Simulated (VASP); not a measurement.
# SiO2 (rutile type) (P4_2/mnm) in VASP: notebook

SiO2 (rutile type) is run at these levels: r2SCAN; tasks: single point.

Program: VASP 6.6.1. These are calculated values, not measurements. Logs are shortened: lines on timing, memory, paths and dates and some standing lists are left out, and cuts for length are marked.

### Step 1. The cell of the first run

Symmetry: P4_2/mnm, No. 136, tetragonal system. The conventional cell has a = 3.987 Å, b = 3.987 Å, c = 2.587 Å, α = 90.00°, β = 90.00°, γ = 90.00°. Within 2.3 Å of Si (site symmetry mmm) lie 6 O at 1.70 to 1.71 Å. O (site symmetry m2m) has 3 Si at 1.70 to 1.71 Å and 1 O at 2.23 Å within 2.3 Å.

### Step 2. Single point, r2SCAN

Contents of POSCAR:

```
SiO2
1.0
    3.9874531640      0.0000000000      0.0000000000
    0.0000000000      3.9874531640      0.0000000000
    0.0000000000      0.0000000000      2.5872511099
Si O
2 4
Direct
    0.0000000000      0.0000000000      0.0000000000
    0.5000000000      0.5000000000      0.5000000000
    0.3023010457      0.3023010457      0.0000000000
    0.6976989543      0.6976989543      0.0000000000
    0.8023010457      0.1976989543      0.5000000000
    0.1976989543      0.8023010457      0.5000000000
```

Contents of INCAR.step1:

```
ALGO = Normal ; EDIFF = 1E-4
ENCUT = 520 ; GGA = PE
ISMEAR = -1 ; LASPH = True
LCHARG = False ; LREAL = False
LWAVE = True ; NBANDS = 25
NELM = 100 ; PREC = Accurate
SIGMA = 0.08
```

Contents of INCAR.step2:

```
ALGO = Normal ; EDIFF = 1E-6
ENCUT = 520 ; ISIF = 2
ISMEAR = -1 ; ISTART = 1
LASPH = True ; LCHARG = False
LMIXTAU = True ; LREAL = False
LWAVE = False ; METAGGA = R2SCAN
NBANDS = 25 ; NELM = 100
PREC = Accurate ; SIGMA = 0.08
```

Contents of KPOINTS:

```
k-points
0
Gamma
  8 8 11
```

Potentials or basis: VASP PAW PBE potentials, release 64 (Si, O).

Run with:

```sh
cat potpaw_PBE.64/Si/POTCAR potpaw_PBE.64/O/POTCAR > POTCAR
cp INCAR.step1 INCAR
mpirun -np 1 vasp_std > vasp.out
cp INCAR.step2 INCAR
mpirun -np 1 vasp_std > vasp.out
```

OUTCAR:

```text
EDIFF = 1E-6
   ENCUT = 520
   ISIF = 2
   ISMEAR = -1
   ISTART = 1
   LASPH = True
   LREAL = False
   METAGGA = R2SCAN
   NELM = 100
   PREC = Accurate

 ion  position               nearest neighbor table
   1  0.000  0.000  0.000-   3 1.70   4 1.70   5 1.71   6 1.71   5 1.71   6 1.71   2 3.10   2 3.10
                             2 3.10   2 3.10   2 3.10   2 3.10   2 3.10   2 3.10
   2  0.500  0.500  0.500-   5 1.70   6 1.70   3 1.71   4 1.71   3 1.71   4 1.71   1 3.10   1 3.10
                             1 3.10   1 3.10   1 3.10   1 3.10   1 3.10   1 3.10
   3  0.302  0.302  0.000-   1 1.70   2 1.71   2 1.71
   4  0.698  0.698  0.000-   1 1.70   2 1.71   2 1.71
   5  0.802  0.198  0.500-   2 1.70   1 1.71   1 1.71
   6  0.198  0.802  0.500-   2 1.70   1 1.71   1 1.71

  LATTYP: Found a simple tetragonal cell.
 ALAT       =     3.9874531640
 C/A-ratio  =     0.6488480249

  Lattice vectors:

 A1 = (   3.9874531640,   0.0000000000,   0.0000000000)
 A2 = (   0.0000000000,   3.9874531640,   0.0000000000)
 A3 = (   0.0000000000,   0.0000000000,   2.5872511099)

Analysis of symmetry for initial positions (statically):
=====================================================================
 Subroutine PRICEL returns:
 Original cell was already a primitive cell.

 Routine SETGRP: Setting up the symmetry group for a
 simple tetragonal supercell.

 Subroutine GETGRP returns: Found 16 space group operations
 (whereof  8 operations were pure point group operations)
 out of a pool of 16 trial point group operations.

The static configuration has the point symmetry D_2h.
 The point group associated with its full space group is D_4h.

Analysis of symmetry for dynamics (positions and initial velocities):
=====================================================================
 Subroutine PRICEL returns:
 Original cell was already a primitive cell.

 Routine SETGRP: Setting up the symmetry group for a
 simple tetragonal supercell.

 Subroutine GETGRP returns: Found 16 space group operations
 (whereof  8 operations were pure point group operations)
 out of a pool of 16 trial point group operations.

The dynamic configuration has the point symmetry D_2h.
 The point group associated with its full space group is D_4h.

 Subroutine INISYM returns: Found 16 space group operations
 (whereof  8 operations are pure point group operations),
 and found     1 'primitive' translations

----------------------------------------------------------------------------------------

                                     Primitive cell

  volume of cell :      41.1367

  direct lattice vectors                    reciprocal lattice vectors
     3.987453164  0.000000000  0.000000000     0.250786645  0.000000000  0.000000000
     0.000000000  3.987453164  0.000000000     0.000000000  0.250786645  0.000000000
     0.000000000  0.000000000  2.587251110     0.000000000  0.000000000  0.386510608

  length of vectors
     3.987453164  3.987453164  2.587251110     0.250786645  0.250786645  0.386510608

  position of ions in fractional coordinates (direct lattice)
     0.000000000  0.000000000  0.000000000
     0.500000000  0.500000000  0.500000000
     0.302301046  0.302301046  0.000000000
     0.697698954  0.697698954  0.000000000
     0.802301046  0.197698954  0.500000000
     0.197698954  0.802301046  0.500000000

  ion indices of the primitive-cell ions
   primitive index   ion index
                 1           1
                 2           2
                 3           3
                 4           4
                 5           5
                 6           6

----------------------------------------------------------------------------------------

 KPOINTS: k-points

Automatic generation of k-mesh.
 Grid dimensions read from file:
 generate k-points for:    8    8   11

 Generating k-lattice:

  Cartesian coordinates                     Fractional coordinates (reciprocal lattice)
     0.031348331  0.000000000  0.000000000     0.125000000  0.000000000  0.000000000
     0.000000000  0.031348331  0.000000000     0.000000000  0.125000000  0.000000000
     0.000000000  0.000000000  0.035137328     0.000000000  0.000000000  0.090909091

  Length of vectors
     0.031348331  0.031348331  0.035137328

  Shift w.r.t. Gamma in fractional coordinates (k-lattice)
     0.000000000  0.000000000  0.000000000

 Subroutine IBZKPT returns following result:
 ===========================================

 Found     90 irreducible k-points:

 Following reciprocal coordinates:
            Coordinates               Weight
  0.000000  0.000000  0.000000      1.000000
  0.125000  0.000000  0.000000      4.000000
  0.250000  0.000000  0.000000      4.000000
  0.375000  0.000000  0.000000      4.000000
  0.500000  0.000000  0.000000      2.000000
  0.125000  0.125000  0.000000      4.000000
[... 16 lines left out ...]
  0.375000  0.125000  0.090909     16.000000
  0.500000  0.125000  0.090909      8.000000
 [... further k-points ...]
   k-points           NKPTS =     90   k-points in BZ     NKDIM =     90   number of bands    NBANDS=     25
   number of dos      NEDOS =    301   number of ions     NIONS =      6
   total plane-waves  NPLWV =  18000
   dimension x,y,z NGX =    30 NGY =   30 NGZ =   20
   dimension x,y,z NGXF=    60 NGYF=   60 NGZF=   40
   ions per type =               2   4
   NGX,Y,Z   is equivalent  to a cutoff of  12.51, 12.51, 12.85 a.u.
   NGXF,Y,Z  is equivalent  to a cutoff of  25.02, 25.02, 25.70 a.u.
 SYSTEM =  unknown system
   PREC   = accura    normal or accurate (medium, high low for compatibility)
   ISTART =      1    job   : 0-new  1-cont  2-samecut
   ICHARG =      0    charge: 1-file 2-atom 10-const
   ISPIN  =      1    spin polarized calculation?
   LNONCOLLINEAR =      F non collinear calculations
   LSORBIT =      F    spin-orbit coupling
   LASPH  =      T    aspherical Exc in radial PAW
   ENCUT  =  520.0 eV  38.22 Ry    6.18 a.u.   7.41  7.41  4.81*2*pi/ulx,y,z
   NELM   =    100;   NELMIN=  2; NELMDL=  0     # of ELM steps
   EDIFF  = 0.1E-05   stopping-criterion for ELM
   LREAL  =      F    real-space projection
   EDIFFG = 0.1E-04   stopping-criterion for IOM
   NSW    =      0    number of steps for IOM
   IBRION =     -1    ionic relax: 0-MD 1-quasi-New 2-CG
   NFREE  =      0    steps in history (QN), initial steepest desc. (CG)
   ISIF   =      2    stress and relaxation
   ISYM   =      2    0-nonsym 1-usesym 2-fastsym
   POTIM  = 0.5000    time-step for ionic-motion
   TEBEG  =    0.0;   TEEND  =   0.0 temperature during run
   PSTRESS=    0.0 pullay stress
   NELECT =      32.0000    total number of electrons
   NUPDOWN=      -1.0000    fix difference up-down
   EMIN   =  10.00;   EMAX   =-10.00  energy-range for DOS
   EFERMI =   0.00;   METHOD = LEGACY
   ISMEAR =    -1;   SIGMA  =   0.08  broadening in eV -4-tet -1-fermi 0-gaus
   EFERMI_NEDOS =   21; number of points for ismear=-14 and -15
   IALGO  =     38    algorithm
   IMIX   =      4    mixing-type and parameters
     AMIX     =   0.40;   BMIX     =  1.00
     AMIX_MAG =   1.60;   BMIX_MAG =  1.00
  volume/ion in A,a.u.               =       6.86        46.27
  Fermi-wavevector in a.u.,A,eV,Ry     =   1.505618  2.845206 30.842865  2.266887
  Thomas-Fermi vector in A             =   2.616443
   LORBIT       =      0    0 simple, 1 ext, 2 COOP (PROOUT), +10 PAW based schemes
   METAGGA = R2SCAN    functional components
   LHFCALC =     F    Hartree Fock is set to
   AEXX    =    0.0000 exact exchange contribution
   IVDW    =     0    specifies the selected vdW correction
   LEPSILON=     F    determine dielectric tensor
   LRPA    =     F    only Hartree local field effects (RPA)
 non-spin polarized calculation
  energy-cutoff  :      520.00
  volume of cell :       41.14
 maximum number of plane-waves:      1126
 NGX is ok and might be reduce to    30
   NGX = 15   NGY = 15   NGZ =  9

 number of electron      31.9999993 magnetization

 Free energy of the ion-electron system (eV)
  ---------------------------------------------------
  ext. energy  EPLUGINS =         0.00000000
  ---------------------------------------------------
  free energy    TOTEN  =       -57.93528365 eV

  energy without entropy =      -57.93528365  energy(sigma->0) =      -57.93528365

 E-fermi :  11.2785     XC(G=0): -13.5854

 val. band max:        9.7237802132   @ k =   0.0000   0.0000   0.0000
 cond. band min:      17.6029214001   @ k =   0.0000   0.0000   0.0000
 fundamental gap:      7.8791411869
 Fermi energy:        11.2784625468

 k-point     1 :       0.0000    0.0000    0.0000
  band No.  band energies     occupation
      1     -15.2440      2.00000
      2     -11.0022      2.00000
      3     -11.0022      2.00000
      4     -10.4018      2.00000
      5      -2.4181      2.00000
      6       2.1378      2.00000
[... 17 lines left out ...]
     24      27.6651      0.00000
     25      28.2701      0.00000

 k-point     2 :       0.1250    0.0000    0.0000
  band No.  band energies     occupation
      1     -15.1464      2.00000
      2     -11.4510      2.00000
      3     -10.9487      2.00000
      4     -10.1803      2.00000
      5      -2.2911      2.00000
      6       1.9230      2.00000
[... 17 lines left out ...]
     24      26.9485      0.00000
     25      28.2362      0.00000

 k-point     3 :       0.2500    0.0000    0.0000
  band No.  band energies     occupation
      1     -14.8574      2.00000
      2     -12.2155      2.00000
      3     -10.7964      2.00000
      4     -10.0402      2.00000
      5      -1.9361      2.00000
      6       1.0271      2.00000
[... 17 lines left out ...]
     24      26.2347      0.00000
     25      27.6218      0.00000

 k-point     4 :       0.3750    0.0000    0.0000
  band No.  band energies     occupation
      1     -14.3890      2.00000
      2     -13.0195      2.00000
      3     -10.5709      2.00000
      4     -10.1115      2.00000
      5      -1.3988      2.00000
      6       0.1160      2.00000
[... 17 lines left out ...]
     24      26.3829      0.00000
     25      26.6572      0.00000

 k-point     5 :       0.5000    0.0000    0.0000
  band No.  band energies     occupation
      1     -13.7639      2.00000
      2     -13.7639      2.00000
      3     -10.3188      2.00000
      4     -10.3188      2.00000
      5      -0.7071      2.00000
      6      -0.7071      2.00000
[... 17 lines left out ...]
     24      25.3030      0.00000
     25      26.9561      0.00000

 k-point     6 :       0.1250    0.1250    0.0000
  band No.  band energies     occupation
      1     -15.0500      2.00000
      2     -11.6073      2.00000
      3     -11.0829      2.00000
      4     -10.0757      2.00000
      5      -2.1504      2.00000
      6       1.8212      2.00000
[... 17 lines left out ...]
     24      26.5786      0.00000
     25      28.0146      0.00000
[... 393 lines left out ...]
 k-point    21 :       0.1250    0.1250    0.0909
  band No.  band energies     occupation
      1     -14.9269      2.00000
      2     -11.5397      2.00000
      3     -11.0170      2.00000
      4     -10.0735      2.00000
      5      -2.0758      2.00000
      6       1.7562      2.00000
[... 17 lines left out ...]
     24      26.3628      0.00000
     25      27.6757      0.00000

 k-point    22 :       0.2500    0.1250    0.0909
  band No.  band energies     occupation
      1     -14.6444      2.00000
      2     -12.1344      2.00000
      3     -10.9428      2.00000
      4     -10.0392      2.00000
      5      -1.6760      2.00000
      6       1.1298      2.00000
[... 17 lines left out ...]
     24      26.0109      0.00000
     25      26.7140      0.00000

 k-point    23 :       0.3750    0.1250    0.0909
  band No.  band energies     occupation
      1     -14.1884      2.00000
      2     -12.8737      2.00000
      3     -10.7153      2.00000
      4     -10.1823      2.00000
      5      -1.1068      2.00000
      6       0.3462      2.00000
[... 17 lines left out ...]
     24      25.5544      0.00000
     25      26.7244      0.00000

 k-point    24 :       0.5000    0.1250    0.0909
  band No.  band energies     occupation
      1     -13.5838      2.00000
      2     -13.5838      2.00000
      3     -10.4366      2.00000
      4     -10.4366      2.00000
      5      -0.4215      2.00000
      6      -0.4215      2.00000
[... 17 lines left out ...]
     24      24.8073      0.00000
     25      26.7350      0.00000

 [... further k-points ...]
[... 5 lines left out ...]
  --------------------------------------------------------------------------------------
  -------------------------------------------------------------------------------------
  Total       13.6528784     13.6528784     13.8922443      0.0000000      0.0000000      0.0000000
  in kB      531.7469815    531.7469815    541.0697118      0.0000000      0.0000000      0.0000000
  external PRESSURE =     534.8545583 kB  Pullay stress =       0.0000000 kB

 VOLUME and BASIS-vectors are now :
 -----------------------------------------------------------------------------
  energy-cutoff  :      520.00
  volume of cell :       41.14
      direct lattice vectors                 reciprocal lattice vectors
     3.987453164  0.000000000  0.000000000     0.250786645  0.000000000  0.000000000
     0.000000000  3.987453164  0.000000000     0.000000000  0.250786645  0.000000000
     0.000000000  0.000000000  2.587251110     0.000000000  0.000000000  0.386510608

 POSITION                                       TOTAL-FORCE (eV/Angst)
 -----------------------------------------------------------------------------------
      0.00000      0.00000      0.00000         0.000000      0.000000     -0.000000
      1.99373      1.99373      1.29363         0.000000      0.000000     -0.000000
      1.20541      1.20541      0.00000        -0.010936     -0.010936      0.000000
      2.78204      2.78204      0.00000         0.010936      0.010936     -0.000000
      3.19914      0.78832      1.29363        -0.010936      0.010936     -0.000000
      0.78832      3.19914      1.29363         0.010936     -0.010936     -0.000000
 -----------------------------------------------------------------------------------
    total drift:                               -0.000000     -0.000000      0.000000

  FREE ENERGIE OF THE ION-ELECTRON SYSTEM (eV)
  ---------------------------------------------------
  free  energy   TOTEN  =       -57.9352836458 eV

  energy  without entropy=      -57.9352836458  energy(sigma->0) =      -57.93528365
```

Wall time 4.3 min (1 thread of Intel Xeon Platinum 8488C (Sapphire Rapids), shared host); peak memory 0.19 GiB.

What came out:

- Free energy: -57.9353 eV
- Pressure: 53.5 GPa
- Largest force: 0.015 eV/Å
- Band gap on the k mesh: 7.88 eV, direct

Forces on the atoms (eV/Å):
```
Si   0.000  0.000  0.000
Si   0.000  0.000  0.000
O   -0.011 -0.011  0.000
O    0.011  0.011  0.000
O   -0.011  0.011  0.000
O    0.011 -0.011  0.000
```

Levels at points of the mesh, in eV from the valence-band top:
| k point | band 13 | band 14 | band 15 | band 16 | band 17 | band 18 | band 19 | band 20 |
| --- | --- | --- | --- | --- | --- | --- | --- | --- |
| (0.00, 0.00, 0.00) | -2.55 | -1.00 | -1.00 | 0.00 | 7.88 | 8.84 | 10.25 | 10.25 |
| (0.50, 0.00, 0.00) | -3.02 | -3.02 | -1.18 | -1.18 | 10.08 | 10.08 | 11.03 | 11.03 |
| (0.50, 0.50, 0.00) | -3.24 | -3.24 | -2.76 | -2.76 | 9.88 | 9.88 | 12.19 | 12.19 |

Caveat: the PAW data sets were made with another functional, which shifts forces and pressure a little. A k mesh can miss the band edges.

### Step 3. Single point, r2SCAN

This run uses another cell than the first one, of 7.32 Å³/atom, 1.068 times its volume.

Contents of POSCAR:

```
SiO2
1.0
    4.0853270094      0.0000000000      0.0000000000
    0.0000000000      4.0853270094      0.0000000000
    0.0000000000      0.0000000000      2.6328208139
Si O
2 4
Direct
    0.0000000000      0.0000000000      0.0000000000
    0.5000000000      0.5000000000      0.5000000000
    0.3039105945      0.3039105945      0.0000000000
    0.6960894055      0.6960894055      0.0000000000
    0.8039105945      0.1960894055      0.5000000000
    0.1960894055      0.8039105945      0.5000000000
```

Contents of INCAR.step1:

```
SYSTEM = SiO2
PREC = Accurate
ENCUT = 520
ISMEAR = -1
SIGMA = 0.08
LREAL = .False.
LASPH = .True.
NELM = 80
NBANDS = 25
GGA = PE
ALGO = Normal
EDIFF = 1E-4
LWAVE = .True.
LCHARG = .False.
```

Contents of INCAR.step2:

```
SYSTEM = SiO2
PREC = Accurate
ENCUT = 520
EDIFF = 1E-7
ISMEAR = -1
SIGMA = 0.08
LREAL = .False.
LASPH = .True.
NELM = 80
ALGO = Normal
ISIF = 2
LWAVE = .False.
LCHARG = .False.
METAGGA = R2SCAN
LMIXTAU = .True.
NBANDS = 25
ISTART = 1
```

Contents of KPOINTS:

```
Automatic mesh
0
Gamma
  8 8 11
  0 0 0
```

Potentials or basis: VASP PAW PBE potentials, release 64 (Si, O).

Run with:

```sh
cat potpaw_PBE.64/Si/POTCAR potpaw_PBE.64/O/POTCAR > POTCAR
cp INCAR.step1 INCAR
mpirun -np 1 vasp_std > vasp.out
cp INCAR.step2 INCAR
mpirun -np 1 vasp_std > vasp.out
```

Run time: 5.1 min. Hardware: 1 thread of Intel Xeon Platinum 8488C (Sapphire Rapids), shared host; peak memory 0.19 GiB.

The run converged. Its results:

```
Free energy            : -58.5922 eV
Pressure               : 22.5 GPa
Largest force          : 0.018 eV/Å
Band gap on the k mesh : 7.58 eV, direct
```

Forces on the atoms (eV/Å):
```
Si   0.000  0.000  0.000
Si   0.000  0.000  0.000
O   -0.013 -0.013  0.000
O    0.013  0.013  0.000
O   -0.013  0.013  0.000
O    0.013 -0.013  0.000
```

Stress tensor (GPa, compression positive):
```
22.15  0.00  0.00
 0.00 22.15  0.00
 0.00  0.00 23.05
```

Levels at points of the mesh, in eV from the valence-band top:
```csv
k point,band 12,band 13,band 14,band 15,band 16,band 17,band 18,band 19,band 20,band 21
"(0.00, 0.00, 0.00)",-3.41,-2.53,-0.94,-0.94,0.00,7.58,7.75,9.81,9.81,12.13
"(0.50, 0.00, 0.00)",-4.29,-2.86,-2.86,-1.12,-1.12,9.43,9.43,10.43,10.43,12.65
"(0.50, 0.50, 0.00)",-3.56,-2.97,-2.97,-2.53,-2.53,9.12,9.12,11.57,11.57,15.10
```

Caveat: the PAW data sets were made with another functional, which shifts forces and pressure a little.
